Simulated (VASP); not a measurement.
# FeCo (Pm-3m) in VASP: single point with PBEsol

Aim: the single point of FeCo with PBEsol.

All numbers are computed with VASP 6.6.1; they aren't measurements. Logs are shortened: lines on timing, memory, paths and dates and some standing lists are left out, and cuts for length are marked.

**1. The cell of the first run**

It takes space group Pm-3m (No. 221, cubic). The conventional cell has a = 2.800 Å, b = 2.800 Å, c = 2.800 Å, α = 90.00°, β = 90.00°, γ = 90.00°. Fe (site symmetry m-3m) has 8 Co at 2.42 Å and 6 Fe at 2.80 Å within 3.2 Å. Co (site symmetry m-3m) has 8 Fe at 2.42 Å and 6 Co at 2.80 Å within 3.2 Å.

**2. Single point, PBEsol, collinear spin, ferromagnetic start**

INCAR reads:

```
SYSTEM = FeCo
PREC = Accurate
ENCUT = 600
EDIFF = 1E-6
ISMEAR = 0
SIGMA = 0.15
LREAL = .False.
LASPH = .True.
NELM = 200
ALGO = Normal
ISIF = 2
LWAVE = .False.
LCHARG = .True.
ISPIN = 2
MAGMOM = 2.99 1.98
LORBIT = 11
LMAXMIX = 4
GGA = PS
LELF = .True.
LVHAR = .True.
NBANDS = 20
GGA_COMPAT = .False.
```

KPOINTS reads:

```
regular mesh
0
Gamma
  18 18 18
  0 0 0
```

POSCAR reads:

```
FeCo
1.0
    2.8000209174      0.0000000000      0.0000000000
    0.0000000000      2.8000209174      0.0000000000
    0.0000000000      0.0000000000      2.8000209174
Fe Co
1 1
Direct
    0.5000000000      0.5000000000      0.5000000000
    0.0000000000      0.0000000000      0.0000000000
```

Potentials or basis: VASP PAW PBE potentials, release 64 (Fe, Co).

The run is started by

```console
> cat potpaw_PBE.64/Fe/POTCAR potpaw_PBE.64/Co/POTCAR > POTCAR
> mpirun -np 1 vasp_std > vasp.out
```

OUTCAR:

```text
SYSTEM = FeCo
   PREC = Accurate
   ENCUT = 600
   EDIFF = 1E-6
   ISMEAR = 0
   LREAL = .False.
   LASPH = .True.
   NELM = 200
   ISIF = 2
   ISPIN = 2
   LORBIT = 11
   GGA = PS

 ion  position               nearest neighbor table
   1  0.500  0.500  0.500-   2 2.42   2 2.42   2 2.42   2 2.42   2 2.42   2 2.42   2 2.42   2 2.42

   2  0.000  0.000  0.000-   1 2.42   1 2.42   1 2.42   1 2.42   1 2.42   1 2.42   1 2.42   1 2.42

  LATTYP: Found a simple cubic cell.
 ALAT       =     2.8000209174

  Lattice vectors:

 A1 = (   2.8000209174,   0.0000000000,   0.0000000000)
 A2 = (   0.0000000000,   2.8000209174,   0.0000000000)
 A3 = (   0.0000000000,   0.0000000000,   2.8000209174)

Analysis of symmetry for initial positions (statically):
=====================================================================
 Subroutine PRICEL returns:
 Original cell was already a primitive cell.

 Routine SETGRP: Setting up the symmetry group for a
 simple cubic supercell.

 Subroutine GETGRP returns: Found 48 space group operations
 (whereof 48 operations were pure point group operations)
 out of a pool of 48 trial point group operations.

The static configuration has the point symmetry O_h .

Analysis of symmetry for dynamics (positions and initial velocities):
=====================================================================
 Subroutine PRICEL returns:
 Original cell was already a primitive cell.

 Routine SETGRP: Setting up the symmetry group for a
 simple cubic supercell.

 Subroutine GETGRP returns: Found 48 space group operations
 (whereof 48 operations were pure point group operations)
 out of a pool of 48 trial point group operations.

The dynamic configuration has the point symmetry O_h .

Analysis of structural, dynamic, and magnetic symmetry:
=====================================================================
 Subroutine PRICEL returns:
 Original cell was already a primitive cell.

 Routine SETGRP: Setting up the symmetry group for a
 simple cubic supercell.

 Subroutine GETGRP returns: Found 48 space group operations
 (whereof 48 operations were pure point group operations)
 out of a pool of 48 trial point group operations.

The overall configuration has the point symmetry O_h .

 Subroutine INISYM returns: Found 48 space group operations
 (whereof 48 operations are pure point group operations),
 and found     1 'primitive' translations

----------------------------------------------------------------------------------------

                                     Primitive cell

  volume of cell :      21.9525

  direct lattice vectors                    reciprocal lattice vectors
     2.800020917  0.000000000  0.000000000     0.357140189  0.000000000  0.000000000
     0.000000000  2.800020917  0.000000000     0.000000000  0.357140189  0.000000000
     0.000000000  0.000000000  2.800020917     0.000000000  0.000000000  0.357140189

  length of vectors
     2.800020917  2.800020917  2.800020917     0.357140189  0.357140189  0.357140189

  position of ions in fractional coordinates (direct lattice)
     0.500000000  0.500000000  0.500000000
     0.000000000  0.000000000  0.000000000

  ion indices of the primitive-cell ions
   primitive index   ion index
                 1           1
                 2           2

----------------------------------------------------------------------------------------

 KPOINTS: regular mesh

Automatic generation of k-mesh.
 Grid dimensions read from file:
 generate k-points for:   18   18   18

 Generating k-lattice:

  Cartesian coordinates                     Fractional coordinates (reciprocal lattice)
     0.019841122  0.000000000  0.000000000     0.055555556  0.000000000  0.000000000
     0.000000000  0.019841122  0.000000000     0.000000000  0.055555556  0.000000000
     0.000000000  0.000000000  0.019841122     0.000000000  0.000000000  0.055555556

  Length of vectors
     0.019841122  0.019841122  0.019841122

  Shift w.r.t. Gamma in fractional coordinates (k-lattice)
     0.000000000  0.000000000  0.000000000

 Subroutine IBZKPT returns following result:
 ===========================================

 Found    220 irreducible k-points:

 Following reciprocal coordinates:
            Coordinates               Weight
  0.000000  0.000000  0.000000      1.000000
  0.055556  0.000000  0.000000      6.000000
  0.111111  0.000000  0.000000      6.000000
  0.166667  0.000000  0.000000      6.000000
  0.222222  0.000000  0.000000      6.000000
  0.277778  0.000000  0.000000      6.000000
[... 16 lines left out ...]
  0.277778  0.111111  0.000000     24.000000
  0.333333  0.111111  0.000000     24.000000
 [... further k-points ...]
   k-points           NKPTS =    220   k-points in BZ     NKDIM =    220   number of bands    NBANDS=     20
   number of dos      NEDOS =    301   number of ions     NIONS =      2
   total plane-waves  NPLWV =  13824
   dimension x,y,z NGX =    24 NGY =   24 NGZ =   24
   dimension x,y,z NGXF=    48 NGYF=   48 NGZF=   48
   ions per type =               1   1
   NGX,Y,Z   is equivalent  to a cutoff of  14.25, 14.25, 14.25 a.u.
   NGXF,Y,Z  is equivalent  to a cutoff of  28.50, 28.50, 28.50 a.u.
 SYSTEM =  FeCo
   PREC   = accura    normal or accurate (medium, high low for compatibility)
   ISTART =      0    job   : 0-new  1-cont  2-samecut
   ICHARG =      2    charge: 1-file 2-atom 10-const
   ISPIN  =      2    spin polarized calculation?
   LNONCOLLINEAR =      F non collinear calculations
   LSORBIT =      F    spin-orbit coupling
   LASPH  =      T    aspherical Exc in radial PAW
   ENCUT  =  600.0 eV  44.10 Ry    6.64 a.u.   5.59  5.59  5.59*2*pi/ulx,y,z
   NELM   =    200;   NELMIN=  2; NELMDL= -5     # of ELM steps
   EDIFF  = 0.1E-05   stopping-criterion for ELM
   LREAL  =      F    real-space projection
   EDIFFG = 0.1E-04   stopping-criterion for IOM
   NSW    =      0    number of steps for IOM
   IBRION =     -1    ionic relax: 0-MD 1-quasi-New 2-CG
   NFREE  =      0    steps in history (QN), initial steepest desc. (CG)
   ISIF   =      2    stress and relaxation
   ISYM   =      2    0-nonsym 1-usesym 2-fastsym
   POTIM  = 0.5000    time-step for ionic-motion
   TEBEG  =    0.0;   TEEND  =   0.0 temperature during run
   PSTRESS=    0.0 pullay stress
   NELECT =      17.0000    total number of electrons
   NUPDOWN=      -1.0000    fix difference up-down
   EMIN   =  10.00;   EMAX   =-10.00  energy-range for DOS
   EFERMI =   0.00;   METHOD = LEGACY
   ISMEAR =     0;   SIGMA  =   0.15  broadening in eV -4-tet -1-fermi 0-gaus
   EFERMI_NEDOS =   21; number of points for ismear=-14 and -15
   IALGO  =     38    algorithm
   IMIX   =      4    mixing-type and parameters
     AMIX     =   0.40;   BMIX     =  1.00
     AMIX_MAG =   1.60;   BMIX_MAG =  1.00
  volume/ion in A,a.u.               =      10.98        74.07
  Fermi-wavevector in a.u.,A,eV,Ry     =   1.503361  2.840940 30.750438  2.260093
  Thomas-Fermi vector in A             =   2.614481
   LORBIT       =     11    0 simple, 1 ext, 2 COOP (PROOUT), +10 PAW based schemes
   GGA     = PS    functional components
   LHFCALC =     F    Hartree Fock is set to
   AEXX    =    0.0000 exact exchange contribution
   IVDW    =     0    specifies the selected vdW correction
   LEPSILON=     F    determine dielectric tensor
   LRPA    =     F    only Hartree local field effects (RPA)
 spin polarized calculation
 Gauss-broadening in eV      SIGMA  =   0.15
  energy-cutoff  :      600.00
  volume of cell :       21.95
 maximum number of plane-waves:       756
 NGX is ok and might be reduce to    24
   NGX = 11   NGY = 11   NGZ = 11

 number of electron      17.0000004 magnetization       4.4314777

 Free energy of the ion-electron system (eV)
  ---------------------------------------------------
  ext. energy  EPLUGINS =         0.00000000
  ---------------------------------------------------
  free energy    TOTEN  =       -16.71814259 eV

  energy without entropy =      -16.70113227  energy(sigma->0) =      -16.70963743

 E-fermi :   8.4788     XC(G=0): -13.4860

 val. band max:        8.4746833187   @ k =   0.3333   0.1111   0.1111
 cond. band min:       8.4789517439   @ k =   0.4444   0.4444   0.0556
 fundamental gap:      0.0042684252
 Fermi energy:         8.4787741859

 spin component 1

 k-point     1 :       0.0000    0.0000    0.0000
  band No.  band energies     occupation
      1      -0.8853      1.00000
      2       2.8632      1.00000
      3       2.8632      1.00000
      4       5.3319      1.00000
      5       5.3319      1.00000
      6       5.3319      1.00000
[... 12 lines left out ...]
     19      33.3645      0.00000
     20      33.3645      0.00000
[... 507 lines left out ...]
 k-point    24 :       0.3333    0.1111    0.0000
  band No.  band energies     occupation
      1       1.4433      1.00000
      2       3.5395      1.00000
      3       3.8419      1.00000
      4       5.1261      1.00000
      5       5.2153      1.00000
      6       5.9495      1.00000
[... 12 lines left out ...]
     19      29.3012      0.00000
     20      33.3348      0.00000

 [... further k-points ...]

 spin component 2

 k-point     1 :       0.0000    0.0000    0.0000
  band No.  band energies     occupation
      1      -0.6365      1.00000
      2       4.6526      1.00000
      3       4.6526      1.00000
      4       7.2360      1.00000
      5       7.2360      1.00000
      6       7.2360      1.00000
[... 12 lines left out ...]
     19      33.2888      0.00000
     20      33.2888      0.00000
[... 507 lines left out ...]
 k-point    24 :       0.3333    0.1111    0.0000
  band No.  band energies     occupation
      1       1.7651      1.00000
      2       4.9798      1.00000
      3       5.7287      1.00000
      4       6.9551      1.00000
      5       7.0507      1.00000
      6       7.7268      1.00000
[... 12 lines left out ...]
     19      29.9326      0.00000
     20      33.8246      0.00000

 [... further k-points ...]

------------------------ aborting loop because EDIFF is reached ----------------------------------------

  FORCE on cell =-STRESS in cart. coord.  units (eV):
  Direction    XX          YY          ZZ          XY          YZ          ZX
  --------------------------------------------------------------------------------------
  -------------------------------------------------------------------------------------
  Total       -0.0467304     -0.0467304     -0.0467304      0.0000000      0.0000000      0.0000000
  in kB       -3.4105651     -3.4105651     -3.4105651      0.0000000      0.0000000      0.0000000
  external PRESSURE =      -3.4105651 kB  Pullay stress =       0.0000000 kB

 VOLUME and BASIS-vectors are now :
 -----------------------------------------------------------------------------
  energy-cutoff  :      600.00
  volume of cell :       21.95
      direct lattice vectors                 reciprocal lattice vectors
     2.800020917  0.000000000  0.000000000     0.357140189  0.000000000  0.000000000
     0.000000000  2.800020917  0.000000000     0.000000000  0.357140189  0.000000000
     0.000000000  0.000000000  2.800020917     0.000000000  0.000000000  0.357140189

 POSITION                                       TOTAL-FORCE (eV/Angst)
 -----------------------------------------------------------------------------------
      1.40001      1.40001      1.40001         0.000000      0.000000      0.000000
      0.00000      0.00000      0.00000         0.000000      0.000000      0.000000
 -----------------------------------------------------------------------------------
    total drift:                                0.000000      0.000000     -0.000000

  FREE ENERGIE OF THE ION-ELECTRON SYSTEM (eV)
  ---------------------------------------------------
  free  energy   TOTEN  =       -16.7181425863 eV

  energy  without entropy=      -16.7011322705  energy(sigma->0) =      -16.70963743

 total charge

# of ion       s       p       d       tot
------------------------------------------
    1        0.493   0.570   6.195   7.258
    2        0.503   0.551   7.268   8.322
--------------------------------------------------
tot          0.996   1.121  13.463  15.580

 magnetization (x)

# of ion       s       p       d       tot
------------------------------------------
    1       -0.002  -0.041   2.733   2.690
    2       -0.010  -0.047   1.787   1.730
--------------------------------------------------
tot         -0.012  -0.088   4.521   4.420
```

Wall time 1.8 min (1 thread of Intel Xeon Platinum 8259CL at 2.50GHz (Skylake/Cascade Lake), shared host); peak memory 0.3 GiB.

What came out:

* Free energy: -16.7181 eV
* Pressure: -0.3 GPa
* Net moment: 4.43 μB per cell
* Site moments: Fe +2.69; Co +1.73 μB
* Valence electrons inside the program's atomic spheres: Fe 7.26; Co 8.32

Caveat: the PAW data sets were made with another functional, which shifts forces and pressure a little.
